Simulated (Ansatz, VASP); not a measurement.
# Al in VASP and in Ansatz

```
CELL_PARAMETERS angstrom
2.79998 0.00000 0.00000
-1.39999 2.42485 0.00000
0.00000 0.00000 9.56529
ATOMIC_POSITIONS crystal
Al 0.00000 0.00000 0.00000
Al 0.33333 0.66667 0.25000
Al 0.00000 0.00000 0.50000
Al 0.66667 0.33333 0.75000
```

Alike in both runs: task single point; functional PBEsol; dispersion D3(BJ); k mesh 18 × 18 × 6; occupations gaussian, width 0.15 eV; no spin polarisation.

|  | VASP | Ansatz |
| --- | --- | --- |
| version | VASP 6.6.1 | Ansatz 0.2.0 |
| potentials or method | VASP PAW PBE potentials, release 64 (Al), cutoff 520 eV | scalar-relativistic, plane waves, PAW |
| valence electrons in the cell | 12 | 12 |

VASP gave:

* gap on the k mesh at the Fermi level (eV): none
* pressure (GPa): -3.0
* traceless stress, the component that is largest in VASP (GPa): -2.08

**Question.** Estimate Ansatz's values.

**Answer.** gap on the k mesh at the Fermi level (eV): none; pressure (GPa): -3.0; traceless stress, the component that is largest in VASP (GPa): -2.06.

VASP's potentials were made for PBE, not for PBEsol, and Ansatz warns of the same on its side. A gap of «none» marks a metal or a gap that the smearing closes.
